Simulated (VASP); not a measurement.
# Zr in VASP: further runs

Runs on Zr. Level: PBEsol. Tasks: single point.

Program: VASP 6.6.1. These are calculated values, not measurements. Logs are shortened: lines on timing, memory, paths and dates and some standing lists are left out, and cuts for length are marked.

**1. The cell of the first run**

Symmetry: Fm-3m, No. 225, cubic system. Conventional cell: a = 4.529 Å, b = 4.529 Å, c = 4.529 Å, α = 90.00°, β = 90.00°, γ = 90.00°. Within 4.2 Å of Zr (site symmetry m-3m) lie 12 Zr at 3.20 Å.

This isn't the form of Zr at room conditions, which is hcp.

**2. Single point, PBEsol**

Input file INCAR:

```
SYSTEM = Zr
PREC     = Accurate       ! precision mode
ENCUT    = 500            ! plane-wave cutoff, eV
EDIFF    = 1E-6           ! SCF threshold, eV
ISMEAR   = 0              ! smearing method
SIGMA    = 0.1            ! smearing width, eV
LREAL    = .False.        ! projectors in reciprocal space
LASPH    = .True.         ! aspherical terms in the spheres
NELM     = 120            ! most SCF steps
ALGO     = Normal         ! electronic algorithm
ISIF     = 2              ! what is computed and relaxed
LWAVE    = .False.        ! write WAVECAR
LCHARG   = .False.        ! write CHGCAR
GGA      = PS             ! functional
NBANDS   = 12             ! bands
GGA_COMPAT= .False.
```

Input file KPOINTS:

```
Automatic mesh
0
Gamma
  8 8 8
  0 0 0
```

Input file POSCAR:

```
Zr
1.0
    0.0000000000      2.2646202716      2.2646202716
    2.2646202716      0.0000000000      2.2646202716
    2.2646202716      2.2646202716      0.0000000000
Zr
1
Direct
    0.0000000000      0.0000000000      0.0000000000
```

Potentials or basis: VASP PAW PBE potentials, release 64 (Zr_sv).

Command:

```sh
$ cat potpaw_PBE.64/Zr_sv/POTCAR > POTCAR
$ mpirun -np 1 vasp_std > vasp.out
```

OUTCAR:

```text
SYSTEM = Zr
   PREC = Accurate
   ENCUT = 500
   EDIFF = 1E-6
   ISMEAR = 0
   LREAL = .False.
   LASPH = .True.
   NELM = 120
   ISIF = 2
   GGA = PS

 ion  position               nearest neighbor table
   1  0.000  0.000  0.000-

  LATTYP: Found a face centered cubic cell.
 ALAT       =     4.5292405432

  Lattice vectors:

 A1 = (   0.0000000000,   2.2646202716,   2.2646202716)
 A2 = (   2.2646202716,   0.0000000000,   2.2646202716)
 A3 = (   2.2646202716,   2.2646202716,   0.0000000000)

Analysis of symmetry for initial positions (statically):
=====================================================================
 Subroutine PRICEL returns:
 Original cell was already a primitive cell.

 Routine SETGRP: Setting up the symmetry group for a
 face centered cubic supercell.

 Subroutine GETGRP returns: Found 48 space group operations
 (whereof 48 operations were pure point group operations)
 out of a pool of 48 trial point group operations.

The static configuration has the point symmetry O_h .

Analysis of symmetry for dynamics (positions and initial velocities):
=====================================================================
 Subroutine PRICEL returns:
 Original cell was already a primitive cell.

 Routine SETGRP: Setting up the symmetry group for a
 face centered cubic supercell.

 Subroutine GETGRP returns: Found 48 space group operations
 (whereof 48 operations were pure point group operations)
 out of a pool of 48 trial point group operations.

The dynamic configuration has the point symmetry O_h .

 Subroutine INISYM returns: Found 48 space group operations
 (whereof 48 operations are pure point group operations),
 and found     1 'primitive' translations

----------------------------------------------------------------------------------------

                                     Primitive cell

  volume of cell :      23.2282

  direct lattice vectors                    reciprocal lattice vectors
     0.000000000  2.264620272  2.264620272    -0.220787567  0.220787567  0.220787567
     2.264620272  0.000000000  2.264620272     0.220787567 -0.220787567  0.220787567
     2.264620272  2.264620272  0.000000000     0.220787567  0.220787567 -0.220787567

  length of vectors
     3.202656702  3.202656702  3.202656702     0.382415284  0.382415284  0.382415284

  position of ions in fractional coordinates (direct lattice)
     0.000000000  0.000000000  0.000000000

  ion indices of the primitive-cell ions
   primitive index   ion index
[... 75 lines left out ...]
   EDIFFG = 0.1E-04   stopping-criterion for IOM
   NSW    =      0    number of steps for IOM
   IBRION =     -1    ionic relax: 0-MD 1-quasi-New 2-CG
   NFREE  =      0    steps in history (QN), initial steepest desc. (CG)
   ISIF   =      2    stress and relaxation
   ISYM   =      2    0-nonsym 1-usesym 2-fastsym
   POTIM  = 0.5000    time-step for ionic-motion
   TEBEG  =    0.0;   TEEND  =   0.0 temperature during run
   PSTRESS=    0.0 pullay stress
   NELECT =      12.0000    total number of electrons
   NUPDOWN=      -1.0000    fix difference up-down
   EMIN   =  10.00;   EMAX   =-10.00  energy-range for DOS
   EFERMI =   0.00;   METHOD = LEGACY
   ISMEAR =     0;   SIGMA  =   0.10  broadening in eV -4-tet -1-fermi 0-gaus
   EFERMI_NEDOS =   21; number of points for ismear=-14 and -15
   IALGO  =     38    algorithm
   IMIX   =      4    mixing-type and parameters
     AMIX     =   0.40;   BMIX     =  1.00
     AMIX_MAG =   1.60;   BMIX_MAG =  1.00
  volume/ion in A,a.u.               =      23.23       156.75
  Fermi-wavevector in a.u.,A,eV,Ry     =   1.313600  2.482344 23.477470  1.725545
  Thomas-Fermi vector in A             =   2.443912
   LORBIT       =      0    0 simple, 1 ext, 2 COOP (PROOUT), +10 PAW based schemes
   GGA     = PS    functional components
   LHFCALC =     F    Hartree Fock is set to
   AEXX    =    0.0000 exact exchange contribution
   IVDW    =     0    specifies the selected vdW correction
   LEPSILON=     F    determine dielectric tensor
   LRPA    =     F    only Hartree local field effects (RPA)
 non-spin polarized calculation
 Gauss-broadening in eV      SIGMA  =   0.10
  energy-cutoff  :      500.00
  volume of cell :       23.23
 maximum number of plane-waves:       609
   NGX = 11   NGY = 11   NGZ = 11

 number of electron      12.0000000 magnetization

 Free energy of the ion-electron system (eV)
  ---------------------------------------------------
  ext. energy  EPLUGINS =         0.00000000
  ---------------------------------------------------
  free energy    TOTEN  =        -9.04114395 eV

  energy without entropy =       -9.03107269  energy(sigma->0) =       -9.03610832

 E-fermi :   8.7817     XC(G=0): -11.2109

 val. band max:        8.7609275213   @ k =   0.5000   0.2500   0.1250
 cond. band min:       8.7998573480   @ k =   0.2500   0.0000   0.0000
 fundamental gap:      0.0389298267
 Fermi energy:         8.7816757378

 k-point     1 :       0.0000    0.0000    0.0000
  band No.  band energies     occupation
      1     -39.8038      2.00000
      2     -17.3380      2.00000
      3     -17.3380      2.00000
      4     -17.3380      2.00000
      5       3.2121      2.00000
      6       9.7668      0.00000
      7       9.7668      0.00000
      8       9.7668      0.00000
      9      12.1864      0.00000
     10      12.1864      0.00000
     11      19.3061      0.00000
     12      23.4495      0.00000
[... 331 lines left out ...]
 k-point    24 :      -0.3750    0.2500    0.1250
  band No.  band energies     occupation
      1     -39.6370      2.00000
      2     -18.1818      2.00000
      3     -17.7250      2.00000
      4     -17.5466      2.00000
      5       6.9803      2.00000
      6       7.9757      2.00000
      7       9.1756      0.00000
      8      10.6786      0.00000
      9      13.6110      0.00000
     10      15.8012      0.00000
     11      17.4840      0.00000
     12      21.5391      0.00000

 [... further k-points ...]
[... 5 lines left out ...]
  --------------------------------------------------------------------------------------
  -------------------------------------------------------------------------------------
  Total       -0.6191266     -0.6191266     -0.6191266      0.0000000      0.0000000     -0.0000000
  in kB      -42.7045211    -42.7045211    -42.7045211      0.0000000      0.0000000     -0.0000000
  external PRESSURE =     -42.7045211 kB  Pullay stress =       0.0000000 kB

 VOLUME and BASIS-vectors are now :
 -----------------------------------------------------------------------------
  energy-cutoff  :      500.00
  volume of cell :       23.23
      direct lattice vectors                 reciprocal lattice vectors
     0.000000000  2.264620272  2.264620272    -0.220787567  0.220787567  0.220787567
     2.264620272  0.000000000  2.264620272     0.220787567 -0.220787567  0.220787567
     2.264620272  2.264620272  0.000000000     0.220787567  0.220787567 -0.220787567

 POSITION                                       TOTAL-FORCE (eV/Angst)
 -----------------------------------------------------------------------------------
      0.00000      0.00000      0.00000         0.000000      0.000000     -0.000000
 -----------------------------------------------------------------------------------
    total drift:                                0.000000      0.000000      0.000000

  FREE ENERGIE OF THE ION-ELECTRON SYSTEM (eV)
  ---------------------------------------------------
  free  energy   TOTEN  =        -9.0411439541 eV

  energy  without entropy=       -9.0310726922  energy(sigma->0) =       -9.03610832
```

OSZICAR:

```text
N       E                     dE             d eps       ncg     rms          rms(c)
DAV:   1     0.853395604025E+02    0.85340E+02   -0.68704E+03   696   0.972E+02
DAV:   2    -0.663672074682E+01   -0.91976E+02   -0.89343E+02   792   0.268E+02
DAV:   3    -0.936287760729E+01   -0.27262E+01   -0.26943E+01  1036   0.398E+01
DAV:   4    -0.943612526358E+01   -0.73248E-01   -0.73209E-01   792   0.587E+00
DAV:   5    -0.943791083217E+01   -0.17856E-02   -0.17855E-02  1032   0.705E-01    0.107E+01
DAV:   6    -0.910242924741E+01    0.33548E+00   -0.42652E-01   744   0.588E+00    0.424E+00
DAV:   7    -0.903906935497E+01    0.63360E-01   -0.21013E-01   836   0.392E+00    0.722E-01
DAV:   8    -0.904116162879E+01   -0.20923E-02   -0.13032E-02   804   0.128E+00    0.924E-02
DAV:   9    -0.904114921380E+01    0.12415E-04   -0.35599E-04   876   0.171E-01    0.186E-02
DAV:  10    -0.904114675566E+01    0.24581E-05   -0.13914E-05   832   0.390E-02    0.612E-03
DAV:  11    -0.904114407415E+01    0.26815E-05   -0.76263E-07   560   0.910E-03    0.107E-03
DAV:  12    -0.904114395408E+01    0.12008E-06   -0.11603E-07   420   0.234E-03
   1 F= -.90411440E+01 E0= -.90361083E+01  d E =-.100713E-01
```

It took 5.6 s on 1 thread of Intel Xeon Platinum 8488C (Sapphire Rapids), shared host; peak memory 0.13 GiB.

What came out:

- Free energy: -9.0411 eV
- Pressure: -4.3 GPa
- Band gap on the k mesh: zero (bands 6 and 7 overlap by 1.37 eV)

Levels at points of the mesh, in eV from the Fermi level:
```csv
k point,band 4,band 5,band 6,band 7,band 8,band 9
"(0.00, 0.00, 0.00)",-26.12,-5.57,0.99,0.99,0.99,3.40
"(0.50, 0.00, 0.00)",-26.25,-2.95,0.80,0.80,1.12,5.21
"(0.50, 0.50, 0.00)",-26.47,-2.99,-2.18,3.01,5.21,5.73
```

Caveat: the cell stands under tension; the PAW data sets were made with another functional, which shifts forces and pressure a little.

**3. Single point, PBEsol**

This run uses another cell than the first one, of 22.14 Å³/atom.

Input file INCAR:

```
SYSTEM = Zr
ALGO = Normal
EDIFF = 1E-6
ENCUT = 500
GGA = PS
GGA_COMPAT = .False.
ISIF = 2
ISMEAR = 0
LASPH = .True.
LCHARG = .True.
LELF = .True.
LREAL = .False.
LVHAR = .True.
LWAVE = .False.
NBANDS = 12
NELM = 120
PREC = Accurate
SIGMA = 0.1
```

Input file KPOINTS:

```
k-points
0
Gamma
  8 8 8
  0 0 0
```

Input file POSCAR:

```
Zr
1.0
   -1.5719041295      1.5719041295      2.2401728425
    1.5719041295     -1.5719041295      2.2401728425
    1.5719041295      1.5719041295     -2.2401728425
Zr
1
Direct
    0.0000000000      0.0000000000      0.0000000000
```

Potentials or basis: VASP PAW PBE potentials, release 64 (Zr_sv).

Command:

```sh
$ cat potpaw_PBE.64/Zr_sv/POTCAR > POTCAR
$ mpirun -np 1 vasp_std > vasp.out
```

OUTCAR:

```text
SYSTEM = Zr
   EDIFF = 1E-6
   ENCUT = 500
   GGA = PS
   ISIF = 2
   ISMEAR = 0
   LASPH = .True.
   LREAL = .False.
   NELM = 120
   PREC = Accurate

 ion  position               nearest neighbor table
   1  0.000  0.000  0.000-

  LATTYP: Found a body centered tetragonal cell.
 ALAT       =     3.1438082590
 C/A-ratio  =     1.4251332511

  Lattice vectors:

 A1 = (  -1.5719041295,   1.5719041295,   2.2401728425)
[... 530 lines left out ...]
      2     -17.6213      2.00000
      3     -17.0874      2.00000
      4     -16.8820      2.00000
      5       7.4598      2.00000
      6       8.4424      2.00000
      7       9.7891      0.00000
      8      11.2655      0.00000
      9      14.4156      0.00000
     10      16.7235      0.00000
     11      18.5654      0.00000
     12      22.4879      0.00000

 [... further k-points ...]
[... 5 lines left out ...]
  --------------------------------------------------------------------------------------
  -------------------------------------------------------------------------------------
  Total        0.0448574      0.0448574      0.0017780      0.0000000      0.0000000      0.0000000
  in kB        3.2460201      3.2460201      0.1286636      0.0000000      0.0000000      0.0000000
  external PRESSURE =       2.2069013 kB  Pullay stress =       0.0000000 kB

 VOLUME and BASIS-vectors are now :
 -----------------------------------------------------------------------------
  energy-cutoff  :      500.00
  volume of cell :       22.14
      direct lattice vectors                 reciprocal lattice vectors
    -1.571904130  1.571904130  2.240172842     0.000000000  0.318085557  0.223197063
     1.571904130 -1.571904130  2.240172842     0.318085557  0.000000000  0.223197063
     1.571904130  1.571904130 -2.240172842     0.318085557  0.318085557  0.000000000

 POSITION                                       TOTAL-FORCE (eV/Angst)
 -----------------------------------------------------------------------------------
      0.00000      0.00000      0.00000         0.000000      0.000000      0.000000
 -----------------------------------------------------------------------------------
    total drift:                                0.000000      0.000000     -0.000000

  FREE ENERGIE OF THE ION-ELECTRON SYSTEM (eV)
  ---------------------------------------------------
  free  energy   TOTEN  =        -9.0550331160 eV

  energy  without entropy=       -9.0454076962  energy(sigma->0) =       -9.05022041
```

OSZICAR:

```text
N       E                     dE             d eps       ncg     rms          rms(c)
DAV:   1     0.835832597400E+02    0.83583E+02   -0.66390E+03  1424   0.967E+02
DAV:   2    -0.654242094206E+01   -0.90126E+02   -0.87324E+02  1636   0.266E+02
DAV:   3    -0.936234233512E+01   -0.28199E+01   -0.27822E+01  2068   0.394E+01
DAV:   4    -0.941565163748E+01   -0.53309E-01   -0.53273E-01  1644   0.528E+00
DAV:   5    -0.941719345783E+01   -0.15418E-02   -0.15418E-02  2064   0.612E-01    0.117E+01
DAV:   6    -0.911033677228E+01    0.30686E+00   -0.39723E-01  1544   0.575E+00    0.479E+00
DAV:   7    -0.905274585638E+01    0.57591E-01   -0.20231E-01  1696   0.391E+00    0.733E-01
DAV:   8    -0.905504432180E+01   -0.22985E-02   -0.12210E-02  1648   0.129E+00    0.719E-02
DAV:   9    -0.905503774126E+01    0.65805E-05   -0.33057E-04  1780   0.159E-01    0.186E-02
DAV:  10    -0.905503661265E+01    0.11286E-05   -0.12900E-05  1712   0.365E-02    0.564E-03
DAV:  11    -0.905503323246E+01    0.33802E-05   -0.97734E-07  1140   0.107E-02    0.110E-03
DAV:  12    -0.905503311605E+01    0.11642E-06   -0.12295E-07   920   0.288E-03
   1 F= -.90550331E+01 E0= -.90502204E+01  d E =-.962542E-02
```

Wall time 8.4 s (1 thread of Intel Xeon Platinum 8488C (Sapphire Rapids), shared host); peak memory 0.14 GiB.

What came out:

```
Free energy            : -9.0550 eV
Pressure               : 0.2 GPa
Band gap on the k mesh : zero (bands 6 and 7 overlap by 1.33 eV)
```

Stress tensor (GPa, compression positive):
```
0.32 0.00 0.00
0.00 0.32 0.00
0.00 0.00 0.01
```

Levels at points of the mesh, in eV from the Fermi level:
| k point | band 3 | band 4 | band 5 | band 6 | band 7 | band 8 | band 9 | band 10 |
| --- | --- | --- | --- | --- | --- | --- | --- | --- |
| (0.00, 0.00, 0.00) | -25.94 | -25.94 | -5.63 | 0.96 | 1.04 | 1.04 | 3.53 | 3.65 |
| (0.50, 0.00, 0.00) | -26.09 | -26.08 | -3.05 | 0.77 | 0.86 | 1.33 | 5.50 | 5.55 |
| (0.50, 0.50, 0.00) | -26.36 | -26.34 | -3.17 | -2.34 | 3.35 | 5.52 | 6.04 | 6.13 |
| (0.50, 0.50, 0.50) | -26.33 | -26.33 | -3.17 | -2.32 | 3.23 | 5.53 | 6.08 | 6.08 |

Caveat: the PAW data sets were made with another functional, which shifts forces and pressure a little.
